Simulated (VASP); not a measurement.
# Cu (Fm-3m) in VASP: notebook

Cu is run at these levels: PBE; tasks: single point, relaxation of cell and atoms.

All numbers are computed with VASP 6.6.1; they aren't measurements. Logs are shortened: lines on timing, memory, paths and dates and some standing lists are left out, and cuts for length are marked.

**1. The cell of the first run**

The structure is cubic, space group Fm-3m (No. 225). The conventional cell has a = 3.627 Å, b = 3.627 Å, c = 3.627 Å, α = 90.00°, β = 90.00°, γ = 90.00°. Within 3.4 Å of Cu (site symmetry m-3m) lie 12 Cu at 2.56 Å.

**2. Single point, PBE**

Input file INCAR:

```
PREC     = Accurate       # precision mode
ENCUT    = 600            # plane-wave cutoff, eV
EDIFF    = 1E-6           # SCF threshold, eV
ISMEAR   = 0              # smearing method
SIGMA    = 0.1            # smearing width, eV
LREAL    = F              # projectors in reciprocal space
LASPH    = T              # aspherical terms in the spheres
NELM     = 120            # most SCF steps
ALGO     = Normal         # electronic algorithm
ISIF     = 2              # what is computed and relaxed
LWAVE    = F              # write WAVECAR
LCHARG   = F              # write CHGCAR
GGA      = PE             # functional
NBANDS   = 12             # bands
GGA_COMPAT= F
```

Input file KPOINTS:

```
regular mesh
0
Gamma
  10 10 10
```

Input file POSCAR:

```
Cu
1.0
    0.0000000000      1.8133626053      1.8133626053
    1.8133626053      0.0000000000      1.8133626053
    1.8133626053      1.8133626053      0.0000000000
Cu
1
Direct
    0.0000000000      0.0000000000      0.0000000000
```

Potentials or basis: VASP PAW PBE potentials, release 64 (Cu).

Run with:

```console
$ cat potpaw_PBE.64/Cu/POTCAR > POTCAR
$ mpirun -np 1 vasp_std > vasp.out
```

OUTCAR:

```text
PREC = Accurate
   ENCUT = 600
   EDIFF = 1E-6
   ISMEAR = 0
   LREAL = F
   LASPH = T
   NELM = 120
   ISIF = 2
   GGA = PE

 ion  position               nearest neighbor table
   1  0.000  0.000  0.000-

  LATTYP: Found a face centered cubic cell.
 ALAT       =     3.6267252106

  Lattice vectors:

 A1 = (   0.0000000000,   1.8133626053,   1.8133626053)
 A2 = (   1.8133626053,   0.0000000000,   1.8133626053)
 A3 = (   1.8133626053,   1.8133626053,   0.0000000000)

Analysis of symmetry for initial positions (statically):
=====================================================================
 Subroutine PRICEL returns:
 Original cell was already a primitive cell.

 Routine SETGRP: Setting up the symmetry group for a
 face centered cubic supercell.

 Subroutine GETGRP returns: Found 48 space group operations
 (whereof 48 operations were pure point group operations)
 out of a pool of 48 trial point group operations.

The static configuration has the point symmetry O_h .

Analysis of symmetry for dynamics (positions and initial velocities):
=====================================================================
 Subroutine PRICEL returns:
 Original cell was already a primitive cell.

 Routine SETGRP: Setting up the symmetry group for a
 face centered cubic supercell.

 Subroutine GETGRP returns: Found 48 space group operations
 (whereof 48 operations were pure point group operations)
 out of a pool of 48 trial point group operations.

The dynamic configuration has the point symmetry O_h .

 Subroutine INISYM returns: Found 48 space group operations
 (whereof 48 operations are pure point group operations),
 and found     1 'primitive' translations

----------------------------------------------------------------------------------------

                                     Primitive cell

  volume of cell :      11.9257

  direct lattice vectors                    reciprocal lattice vectors
     0.000000000  1.813362605  1.813362605    -0.275730843  0.275730843  0.275730843
     1.813362605  0.000000000  1.813362605     0.275730843 -0.275730843  0.275730843
     1.813362605  1.813362605  0.000000000     0.275730843  0.275730843 -0.275730843

  length of vectors
     2.564481990  2.564481990  2.564481990     0.477579829  0.477579829  0.477579829

  position of ions in fractional coordinates (direct lattice)
     0.000000000  0.000000000  0.000000000

  ion indices of the primitive-cell ions
   primitive index   ion index
                 1           1

----------------------------------------------------------------------------------------

 KPOINTS: regular mesh

Automatic generation of k-mesh.
 Grid dimensions read from file:
 generate k-points for:   10   10   10

 Generating k-lattice:

  Cartesian coordinates                     Fractional coordinates (reciprocal lattice)
    -0.027573084  0.027573084  0.027573084     0.100000000  0.000000000  0.000000000
     0.027573084 -0.027573084  0.027573084     0.000000000  0.100000000  0.000000000
     0.027573084  0.027573084 -0.027573084     0.000000000  0.000000000  0.100000000

  Length of vectors
     0.047757983  0.047757983  0.047757983

  Shift w.r.t. Gamma in fractional coordinates (k-lattice)
     0.000000000  0.000000000  0.000000000

 Subroutine IBZKPT returns following result:
 ===========================================

 Found     47 irreducible k-points:

 Following reciprocal coordinates:
            Coordinates               Weight
  0.000000  0.000000  0.000000      1.000000
  0.100000  0.000000  0.000000      8.000000
  0.200000  0.000000  0.000000      8.000000
  0.300000  0.000000  0.000000      8.000000
  0.400000  0.000000  0.000000      8.000000
  0.500000  0.000000  0.000000      4.000000
[... 16 lines left out ...]
  0.300000  0.300000  0.000000      6.000000
  0.400000  0.300000  0.000000     24.000000
 [... further k-points ...]
   k-points           NKPTS =     47   k-points in BZ     NKDIM =     47   number of bands    NBANDS=     12
   number of dos      NEDOS =    301   number of ions     NIONS =      1
   total plane-waves  NPLWV =   8000
   dimension x,y,z NGX =    20 NGY =   20 NGZ =   20
   dimension x,y,z NGXF=    40 NGYF=   40 NGZF=   40
   ions per type =               1
   NGX,Y,Z   is equivalent  to a cutoff of  12.97, 12.97, 12.97 a.u.
   NGXF,Y,Z  is equivalent  to a cutoff of  25.93, 25.93, 25.93 a.u.
 SYSTEM =  unknown system
   PREC   = accura    normal or accurate (medium, high low for compatibility)
   ISTART =      0    job   : 0-new  1-cont  2-samecut
   ICHARG =      2    charge: 1-file 2-atom 10-const
   ISPIN  =      1    spin polarized calculation?
   LNONCOLLINEAR =      F non collinear calculations
   LSORBIT =      F    spin-orbit coupling
   LASPH  =      T    aspherical Exc in radial PAW
   ENCUT  =  600.0 eV  44.10 Ry    6.64 a.u.   5.12  5.12  5.12*2*pi/ulx,y,z
   NELM   =    120;   NELMIN=  2; NELMDL= -5     # of ELM steps
   EDIFF  = 0.1E-05   stopping-criterion for ELM
   LREAL  =      F    real-space projection
   EDIFFG = 0.1E-04   stopping-criterion for IOM
   NSW    =      0    number of steps for IOM
   IBRION =     -1    ionic relax: 0-MD 1-quasi-New 2-CG
   NFREE  =      0    steps in history (QN), initial steepest desc. (CG)
   ISIF   =      2    stress and relaxation
   ISYM   =      2    0-nonsym 1-usesym 2-fastsym
   POTIM  = 0.5000    time-step for ionic-motion
   TEBEG  =    0.0;   TEEND  =   0.0 temperature during run
   PSTRESS=    0.0 pullay stress
   NELECT =      11.0000    total number of electrons
   NUPDOWN=      -1.0000    fix difference up-down
   EMIN   =  10.00;   EMAX   =-10.00  energy-range for DOS
   EFERMI =   0.00;   METHOD = LEGACY
   ISMEAR =     0;   SIGMA  =   0.10  broadening in eV -4-tet -1-fermi 0-gaus
   EFERMI_NEDOS =   21; number of points for ismear=-14 and -15
   IALGO  =     38    algorithm
   IMIX   =      4    mixing-type and parameters
     AMIX     =   0.40;   BMIX     =  1.00
     AMIX_MAG =   1.60;   BMIX_MAG =  1.00
  volume/ion in A,a.u.               =      11.93        80.48
  Fermi-wavevector in a.u.,A,eV,Ry     =   1.593594  3.011456 34.552573  2.539542
  Thomas-Fermi vector in A             =   2.691800
   LORBIT       =      0    0 simple, 1 ext, 2 COOP (PROOUT), +10 PAW based schemes
   GGA     = PE    functional components
   LHFCALC =     F    Hartree Fock is set to
   AEXX    =    0.0000 exact exchange contribution
   IVDW    =     0    specifies the selected vdW correction
   LEPSILON=     F    determine dielectric tensor
   LRPA    =     F    only Hartree local field effects (RPA)
 non-spin polarized calculation
 Gauss-broadening in eV      SIGMA  =   0.10
  energy-cutoff  :      600.00
  volume of cell :       11.93
 maximum number of plane-waves:       411
   NGX = 11   NGY = 11   NGZ = 11

 number of electron      10.9999998 magnetization

 Free energy of the ion-electron system (eV)
  ---------------------------------------------------
  ext. energy  EPLUGINS =         0.00000000
  ---------------------------------------------------
  free energy    TOTEN  =        -3.71461363 eV

  energy without entropy =       -3.71185495  energy(sigma->0) =       -3.71323429

 E-fermi :   7.3563     XC(G=0): -12.6703

 val. band max:        7.3560434449   @ k =   0.5000   0.1000   0.0000
 cond. band min:       7.5612475584   @ k =   0.5000   0.3000   0.1000
 fundamental gap:      0.2052041134
 Fermi energy:         7.3562627141

 k-point     1 :       0.0000    0.0000    0.0000
  band No.  band energies     occupation
      1      -1.8122      2.00000
      2       4.4653      2.00000
      3       4.4653      2.00000
      4       4.4653      2.00000
      5       5.2751      2.00000
      6       5.2751      2.00000
      7      29.9816      0.00000
      8      32.5506      0.00000
      9      32.5506      0.00000
     10      32.5506      0.00000
     11      35.0344      0.00000
     12      35.0344      0.00000

 k-point     2 :       0.1000    0.0000    0.0000
  band No.  band energies     occupation
      1      -1.4523      2.00000
      2       4.3931      2.00000
      3       4.5286      2.00000
      4       4.5286      2.00000
      5       5.2528      2.00000
      6       5.2528      2.00000
      7      27.4355      0.00000
      8      30.7048      0.00000
      9      31.6534      0.00000
     10      31.6534      0.00000
     11      36.4210      0.00000
     12      36.4210      0.00000

 k-point     3 :       0.2000    0.0000    0.0000
  band No.  band energies     occupation
      1      -0.4181      2.00000
      2       4.2481      2.00000
      3       4.6231      2.00000
      4       4.6231      2.00000
      5       5.2743      2.00000
      6       5.2743      2.00000
      7      22.3058      0.00000
      8      30.2057      0.00000
      9      30.5501      0.00000
     10      30.5501      0.00000
     11      36.8681      0.00000
     12      36.9680      0.00000
[... 286 lines left out ...]
 k-point    23 :       0.3000    0.3000    0.0000
  band No.  band energies     occupation
      1       1.8070      2.00000
      2       3.5499      2.00000
      3       5.0103      2.00000
      4       5.3538      2.00000
      5       5.3538      2.00000
      6       5.6266      2.00000
      7      22.9022      0.00000
      8      23.1128      0.00000
      9      23.1128      0.00000
     10      25.8090      0.00000
     11      28.5425      0.00000
     12      46.2966      0.00000

 k-point    24 :       0.4000    0.3000    0.0000
  band No.  band energies     occupation
      1       2.5239      2.00000
      2       3.4157      2.00000
      3       4.9874      2.00000
      4       5.4113      2.00000
      5       5.8031      2.00000
      6       6.4167      2.00000
      7      19.5220      0.00000
      8      20.3301      0.00000
      9      22.3133      0.00000
     10      26.3771      0.00000
     11      30.0123      0.00000
     12      44.8686      0.00000

 [... further k-points ...]
[... 5 lines left out ...]
  --------------------------------------------------------------------------------------
  -------------------------------------------------------------------------------------
  Total        0.0898466      0.0898466      0.0898466      0.0000000     -0.0000000      0.0000000
  in kB       12.0705884     12.0705884     12.0705884      0.0000000     -0.0000000      0.0000000
  external PRESSURE =      12.0705884 kB  Pullay stress =       0.0000000 kB

 VOLUME and BASIS-vectors are now :
 -----------------------------------------------------------------------------
  energy-cutoff  :      600.00
  volume of cell :       11.93
      direct lattice vectors                 reciprocal lattice vectors
     0.000000000  1.813362605  1.813362605    -0.275730843  0.275730843  0.275730843
     1.813362605  0.000000000  1.813362605     0.275730843 -0.275730843  0.275730843
     1.813362605  1.813362605  0.000000000     0.275730843  0.275730843 -0.275730843

 POSITION                                       TOTAL-FORCE (eV/Angst)
 -----------------------------------------------------------------------------------
      0.00000      0.00000      0.00000         0.000000      0.000000      0.000000
 -----------------------------------------------------------------------------------
    total drift:                                0.000000      0.000000      0.000000

  FREE ENERGIE OF THE ION-ELECTRON SYSTEM (eV)
  ---------------------------------------------------
  free  energy   TOTEN  =        -3.7146136309 eV

  energy  without entropy=       -3.7118549487  energy(sigma->0) =       -3.71323429
```

Run time: 6 s. Hardware: 1 thread of Intel Xeon 6975P-C (Granite Rapids), shared host; peak memory 0.12 GiB.

What came out:

* Free energy: -3.7146 eV
* Pressure: 1.2 GPa

Levels at points of the mesh, in eV from the Fermi level:
```
           k point  band 2  band 3  band 4  band 5  band 6  band 7  band 8  band 9  band 10  band 11
(0.00, 0.00, 0.00)   -2.89   -2.89   -2.89   -2.08   -2.08   22.63   25.19   25.19    25.19    27.68
(0.50, 0.00, 0.00)   -2.92   -2.92   -1.52   -1.52   -0.86    3.82   21.12   22.03    22.03    25.05
(0.50, 0.50, 0.00)   -4.26   -1.54   -1.38   -1.38    1.61    7.15   13.12   13.12    17.58    20.21
```

**3. Single point, PBE**

Input file INCAR:

```
SYSTEM = Cu
  PREC = Accurate
  ENCUT = 600
  EDIFF = 1E-6
  ISMEAR = 0
  SIGMA = 0.1
  LREAL = .FALSE.
  LASPH = .TRUE.
  NELM = 120
  ALGO = Normal
  ISIF = 2
  LWAVE = .FALSE.
  LCHARG = .FALSE.
  GGA = PE
  NBANDS = 12
  GGA_COMPAT = .FALSE.
```

Input file KPOINTS:

```
Automatic mesh
0
G
  20 20 20
  0 0 0
```

Input file POSCAR:

```
Cu
1.0
    0.0000000000      1.8143713336      1.8143713336
    1.8143713336      0.0000000000      1.8143713336
    1.8143713336      1.8143713336      0.0000000000
Cu
1
Direct
    0.0000000000      0.0000000000      0.0000000000
```

Potentials or basis: VASP PAW PBE potentials, release 64 (Cu).

Run with:

```console
$ cat potpaw_PBE.64/Cu/POTCAR > POTCAR
$ mpirun -np 1 vasp_std > vasp.out
```

OUTCAR:

```text
SYSTEM = Cu
   PREC = Accurate
   ENCUT = 600
   EDIFF = 1E-6
   ISMEAR = 0
   LREAL = .FALSE.
   LASPH = .TRUE.
   NELM = 120
   ISIF = 2
   GGA = PE

 ion  position               nearest neighbor table
   1  0.000  0.000  0.000-

  LATTYP: Found a face centered cubic cell.
 ALAT       =     3.6287426672

  Lattice vectors:

 A1 = (   0.0000000000,   1.8143713336,   1.8143713336)
 A2 = (   1.8143713336,   0.0000000000,   1.8143713336)
 A3 = (   1.8143713336,   1.8143713336,   0.0000000000)

Analysis of symmetry for initial positions (statically):
[... 530 lines left out ...]
      6       5.8513      2.00000
      7      14.6595      0.00000
      8      27.1079      0.00000
      9      29.5042      0.00000
     10      30.4189      0.00000
     11      32.7482      0.00000
     12      34.4706      0.00000

 [... further k-points ...]
[... 5 lines left out ...]
  --------------------------------------------------------------------------------------
  -------------------------------------------------------------------------------------
  Total        0.0560381      0.0560381      0.0560381      0.0000000     -0.0000000      0.0000000
  in kB        7.5159754      7.5159754      7.5159754      0.0000000     -0.0000000      0.0000000
  external PRESSURE =       7.5159754 kB  Pullay stress =       0.0000000 kB

 VOLUME and BASIS-vectors are now :
 -----------------------------------------------------------------------------
  energy-cutoff  :      600.00
  volume of cell :       11.95
      direct lattice vectors                 reciprocal lattice vectors
     0.000000000  1.814371334  1.814371334    -0.275577546  0.275577546  0.275577546
     1.814371334  0.000000000  1.814371334     0.275577546 -0.275577546  0.275577546
     1.814371334  1.814371334  0.000000000     0.275577546  0.275577546 -0.275577546

 POSITION                                       TOTAL-FORCE (eV/Angst)
 -----------------------------------------------------------------------------------
      0.00000      0.00000      0.00000        -0.000000      0.000000     -0.000000
 -----------------------------------------------------------------------------------
    total drift:                                0.000000      0.000000      0.000000

  FREE ENERGIE OF THE ION-ELECTRON SYSTEM (eV)
  ---------------------------------------------------
  free  energy   TOTEN  =        -3.7293820253 eV

  energy  without entropy=       -3.7280498524  energy(sigma->0) =       -3.72871594
```

OSZICAR:

```text
N       E                     dE             d eps       ncg     rms          rms(c)
DAV:   1     0.463514747224E+02    0.46351E+02   -0.59070E+03  6736   0.171E+03
DAV:   2    -0.306600070478E+01   -0.49417E+02   -0.45668E+02  6348   0.217E+02
DAV:   3    -0.461647374012E+01   -0.15505E+01   -0.15303E+01  7144   0.434E+01
DAV:   4    -0.462693005876E+01   -0.10456E-01   -0.10455E-01  6964   0.313E+00
DAV:   5    -0.462702597585E+01   -0.95917E-04   -0.95915E-04  7340   0.306E-01    0.765E+00
DAV:   6    -0.411716317252E+01    0.50986E+00   -0.14626E+01  7348   0.732E+01    0.398E+00
DAV:   7    -0.374155919132E+01    0.37560E+00   -0.23298E+00  7340   0.292E+01    0.570E-01
DAV:   8    -0.373100629261E+01    0.10553E-01   -0.46420E-03  7176   0.105E+00    0.305E-01
DAV:   9    -0.372938283516E+01    0.16235E-02   -0.10175E-02  7620   0.178E+00    0.311E-02
DAV:  10    -0.372938288125E+01   -0.46095E-07   -0.48268E-05  9244   0.119E-01    0.706E-03
DAV:  11    -0.372938202526E+01    0.85599E-06   -0.40093E-07  5208   0.104E-02
   1 F= -.37293820E+01 E0= -.37287159E+01  d E =-.133217E-02
```

stdout:

```text
POSCAR found type information on POSCAR Cu
 POSCAR found :  1 types and       1 ions
 scaLAPACK will be used
 LDA part: xc-table for (Slater+PW92), standard interpolation
 POSCAR, INCAR and KPOINTS ok, starting setup
 FFT: planning ... GRIDC
 FFT: planning ... GRID_SOFT
 FFT: planning ... GRID
 WAVECAR not read
 entering main loop
```

It took 24 s on 1 thread of Intel Xeon 6975P-C (Granite Rapids), shared host; peak memory 0.16 GiB.

Results:

* Free energy: -3.7294 eV
* Pressure: 0.8 GPa

**4. Relaxation of cell and atoms, PBE**

Input file INCAR:

```
PREC     = Accurate       # precision mode
ENCUT    = 600            # plane-wave cutoff, eV
EDIFF    = 1E-7           # SCF threshold, eV
ISMEAR   = 0              # smearing method
SIGMA    = 0.1            # smearing width, eV
LREAL    = F              # projectors in reciprocal space
LASPH    = T              # aspherical terms in the spheres
NELM     = 120            # most SCF steps
ALGO     = Normal         # electronic algorithm
ISIF     = 3              # what is computed and relaxed
LWAVE    = F              # write WAVECAR
LCHARG   = F              # write CHGCAR
GGA      = PE             # functional
IBRION   = 2              # ionic algorithm
NSW      = 100            # ionic steps
EDIFFG   = -0.002         # ionic threshold
GGA_COMPAT= F            
NELMIN   = 4
```

Input file KPOINTS:

```
Automatic mesh
0
Gamma
  20 20 20
```

Input file POSCAR:

```
Cu
1.0
    0.0000000000      1.8133626053      1.8133626053
    1.8133626053      0.0000000000      1.8133626053
    1.8133626053      1.8133626053      0.0000000000
Cu
1
Direct
    0.0000000000      0.0000000000      0.0000000000
```

Run with:

```console
$ cat potpaw_PBE.64/Cu/POTCAR > POTCAR
$ mpirun -np 1 vasp_std > vasp.out
```

Wall time 47 s (1 thread of Intel Xeon 6975P-C (Granite Rapids), shared host); peak memory 0.16 GiB.

Results (log left out):

```yaml
Free_energy: -3.7295 eV
Relaxed_volume: 12.01 Å³/atom
Relaxed_cell: a = 2.570 Å, b = 2.570 Å, c = 2.570 Å, α = 60.00°, β = 60.00°, γ = 60.00°
Space_group_after_relaxing_to_0.05_Å: Fm-3m (No. 225)
Energy_gained_by_relaxing: 0.2 meV/atom
Ionic_steps: 3
Pressure_after_relaxing: 0.0 GPa
```

The path:
| step | energy change (eV) | largest force (eV/Å) | pressure (GPa) | volume (Å³) |
| --- | --- | --- | --- | --- |
| 1 | 0.0000 | 0.0000 | 0.95 | 11.93 |
| 2 | -0.0002 | 0.0000 | -0.46 | 12.05 |
| 3 | -0.0002 | 0.0000 | 0.02 | 12.01 |

Final structure:
```xyz
1
Lattice="0.0000 1.8174 1.8174 1.8174 0.0000 1.8174 1.8174 1.8174 0.0000" Properties=species:S:1:pos:R:3 pbc="T T T"
Cu    0.0000    0.0000    0.0000
```

Levels at points of the mesh, in eV from the Fermi level:
```csv
k point,band 3,band 4,band 5,band 6,band 7,band 8,band 9
"(0.00, 0.00, 0.00)",-2.95,-2.95,-2.15,-2.15,22.49,25.01,25.01
"(0.50, 0.00, 0.00)",-2.98,-1.59,-1.59,-0.93,3.70,20.99,21.84
"(0.50, 0.50, 0.00)",-1.61,-1.45,-1.45,1.54,7.03,12.98,12.98
```

**5. Summary**

| task | cell | k mesh | gap on the mesh (eV) | pressure (GPa) |
| --- | --- | --- | --- | --- |
| single point | a = 2.564 Å, angles 60.0°, 1 atom | 10 × 10 × 10 | none | 1.2 |
| single point | a = 2.566 Å, angles 60.0°, 1 atom | 20 × 20 × 20 | none | 0.8 |
| relaxation of cell and atoms | relaxed from a = 2.564 Å, angles 60.0°, 1 atom | 20 × 20 × 20 | none | 0.0 |

Alike in all rows: level PBE; potentials or basis VASP PAW PBE potentials, release 64 (Cu); no spin polarisation; cutoff (eV) 600; smearing gaussian 0.1 eV.

Total energies depend on the potentials used, so only differences within one code and one set of settings carry meaning.
